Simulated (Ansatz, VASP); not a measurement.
ScF in VASP and in Ansatz

```
Sc F
1.0
     0.00000    2.41471    2.41471
     2.41471    0.00000    2.41471
     2.41471    2.41471    0.00000
Sc F
1 1
Cartesian
  0.0000 0.0000 0.0000
  2.4147 2.4147 2.4147
```

Change from the starting cell: species swapped into the LiF type (Fm-3m, No. 225).

Alike in both runs: functional PBE; k mesh 7 × 7 × 7; occupations gaussian, width 0.2 eV; no spin polarisation.

Ansatz relaxed the structure, and its values are those at the end. VASP's run is a single point on that final structure, the one shown.

```csv
,VASP,Ansatz
version,VASP 6.6.1,Ansatz 0.2.0
potentials or method,"VASP PAW PBE potentials, release 64 (Sc_sv, F), cutoff 600 eV","scalar-relativistic, plane waves, PAW"
valence electrons in the cell,18,18
```

|  | VASP | Ansatz | Ansatz less VASP |
| --- | --- | --- | --- |
| gap on the k mesh at the Fermi level (eV) | none | none | - |
| pressure (GPa) | 0.5 | 0.4 | -0.06 |

A gap of «none» marks a metal or a gap that the smearing closes. With one functional, cell and mesh, what is left measures potentials, basis and numerics.
